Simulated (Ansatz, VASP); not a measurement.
Two plane-wave programs on SnO

```xyz
4
Lattice="3.7986 0.0000 0.0000 0.0000 3.7986 0.0000 0.0000 0.0000 4.8408" Properties=species:S:1:pos:R:3 pbc="T T T"
Sn    1.8993    0.0000    1.1468
Sn    0.0000    1.8993    3.6940
O     0.0000    0.0000    0.0000
O     1.8993    1.8993    0.0000
```

Alike in both runs: task single point; functional BLYP; k mesh 6 × 6 × 4; occupations fermi-dirac, width 0.05 eV; no spin polarisation.

```csv
,VASP,Ansatz
version,VASP 6.6.1,Ansatz 0.2.0
potentials or method,"VASP PAW PBE potentials, release 64 (Sn_d, O), cutoff 520 eV","plane waves, PAW"
valence electrons in the cell,40,40
```

Ansatz gave:

```
pressure (GPa)                                                : 9.4
traceless stress, the component that is largest in VASP (GPa) : -1.28
```

Problem. Estimate VASP's values.

Solution. Pressure (GPa): 9.8; traceless stress, the component that is largest in VASP (GPa): -1.26.

VASP's potentials were made for PBE, not for BLYP. Ansatz's warnings: stress scf threshold loose.
